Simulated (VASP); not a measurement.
Set up this calculation in VASP 6.6.1, as the native input.

- Task: single point
- Functional: PBEsol
- Potentials or basis: VASP PAW PBE potentials, release 64 (Ir)
- Cutoff: 520 eV
- k mesh: 21 × 21 × 12
- Occupations: gaussian, width 0.15 eV
- Spin: collinear spin
- Starting moments: [0.5, 0.5] μB
- Fixed moment: 1 μB
- Dipole correction: no
- Further INCAR settings: ALGO = Normal; EDIFF = 1e-06; NBANDS = 20

The structure of Ir lies in POSCAR:

```
Ir
1.0
    2.6633313082      0.0000000000      0.0000000000
   -1.3316656541      2.3065125716      0.0000000000
    0.0000000000      0.0000000000      4.3180806037
Ir
2
Direct
    0.6666666667      0.3333333333      0.7500000000
    0.3333333333      0.6666666667      0.2500000000
```

This isn't the form of Ir at room conditions, which is fcc.

The input as run:

INCAR

```
  ALGO = Normal
  EDIFF = 1E-6
  ENCUT = 520
  GGA = PS
  ISIF = 2
  ISMEAR = 0
  ISPIN = 2
  LASPH = T
  LCHARG = F
  LMAXMIX = 4
  LORBIT = 11
  LREAL = F
  LWAVE = F
  MAGMOM = 0.5 0.5
  NBANDS = 20
  NELM = 150
  NUPDOWN = 1.0
  PREC = Accurate
  SIGMA = 0.15
```

KPOINTS

```
k-points
0
Gamma
  21 21 12
```

Potentials or basis: VASP PAW PBE potentials, release 64 (Ir).

Launch:

```sh
$ cat potpaw_PBE.64/Ir/POTCAR > POTCAR
$ mpirun -np 1 vasp_std > vasp.out
```

It gave:

```
Pressure                                              : 32.0 GPa
Net moment                                            : 1.00 μB per cell
Site moments                                          : Ir +0.49 μB
Valence electrons inside the program's atomic spheres : Ir 8.63
```

Caveat: the cell stands under pressure; the PAW data sets were made with another functional, which shifts forces and pressure a little; the total moment is fixed, so each spin has its own Fermi level.

Wall time 110 s on 1 thread of Intel(R) Xeon(R) 6975P-C (Granite Rapids), with other jobs on the host, peak memory 0.35 GiB.
